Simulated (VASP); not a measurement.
Runs of VASP 6.6.1 on C. The structure is that of space group P6/mmm (No. 191), or close to it. The cells are those of the table. 

```tsv
task	level	potentials or basis	cell	k mesh	cutoff (eV)	grid for exact exchange (PRECFOCK)	second run	gap on the mesh (eV)	relaxed volume (Å³/atom)
single point	LDA	VASP PAW LDA potentials, release 64 (C)	a = 2.406, b = 2.406, c = 8.350 Å, angles 90.0, 90.0, 120.0°, 2 atoms	12 × 12 × 3	520	-	-	none	-
relaxation of cell and atoms	PBE+D3(BJ)	VASP PAW PBE potentials, release 64 (C)	relaxed from a = 2.456, b = 2.456, c = 8.524 Å, angles 90.0, 90.0, 120.0°, 2 atoms	12 × 12 × 3	600	-	-	none	9.43
single point	PBE+D3(BJ)	VASP PAW PBE potentials, release 64 (C)	a = 2.466, b = 2.466, c = 8.469 Å, angles 90.0, 90.0, 120.0°, 2 atoms	12 × 12 × 3	520	-	-	none	-
single point	LDA	VASP PAW LDA potentials, release 64 (C)	a = 2.456, b = 2.456, c = 8.524 Å, angles 90.0, 90.0, 120.0°, 2 atoms	12 × 12 × 3	520	-	-	none	-
single point	PBEsol	VASP PAW PBE potentials, release 64 (C)	a = 2.488, b = 2.488, c = 8.636 Å, angles 90.0, 90.0, 120.0°, 2 atoms	12 × 12 × 3	520	-	-	none	-
single point	PBE	VASP PAW PBE potentials, release 64 (C)	a = 2.423, b = 2.423, c = 8.409 Å, angles 90.0, 90.0, 120.0°, 2 atoms	12 × 12 × 3	600	-	-	none	-
single point	B3LYP	VASP PAW PBE potentials, release 64 (C)	a = 2.458, b = 2.458, c = 8.480 Å, angles 90.0, 90.0, 120.0°, 2 atoms	6 × 6 × 2	520	Normal	-	none	-
single point	r2SCAN	VASP PAW PBE potentials, release 64 (C)	a = 2.406, b = 2.406, c = 8.350 Å, angles 90.0, 90.0, 120.0°, 2 atoms	12 × 12 × 3	520	-	-	none	-
single point	PBE0	VASP PAW PBE potentials, release 64 (C)	a = 2.406, b = 2.406, c = 8.350 Å, angles 90.0, 90.0, 120.0°, 2 atoms	6 × 6 × 2	520	Normal	-	none	-
single point	PBEsol	VASP PAW PBE potentials, release 64 (C)	a = 2.456, b = 2.456, c = 8.524 Å, angles 90.0, 90.0, 120.0°, 2 atoms	12 × 12 × 3	520	-	-	none	-
single point	PBE	VASP PAW PBE potentials, release 64 (C)	a = 2.488, b = 2.488, c = 8.636 Å, angles 90.0, 90.0, 120.0°, 2 atoms	12 × 12 × 3	600	-	-	none	-
relaxation of cell and atoms	PBE+D4	VASP PAW PBE potentials, release 64 (C_h)	relaxed from a = 2.456, b = 2.456, c = 8.524 Å, angles 90.0, 90.0, 120.0°, 2 atoms	12 × 12 × 3	910	-	hard_potentials	none	(a)
```

Alike in all rows: no spin polarisation; smearing fermi-dirac 0.05 eV.

Estimate the missing entries.

(a) 20.74.

Caveats: some runs use coarse meshes; the PAW data sets were made with another functional, which shifts forces and pressure a little (some runs); the volume moved by over 15 % at a fixed basis, so the end points are rough (some runs); three body term missing (some runs); the cutoff is under 1.25 times the usual one of these potentials, so pressure, stress and relaxed cells hold a basis-set (Pulay) error (some runs).

A gap of «none» marks levels without a gap at the run's occupations.
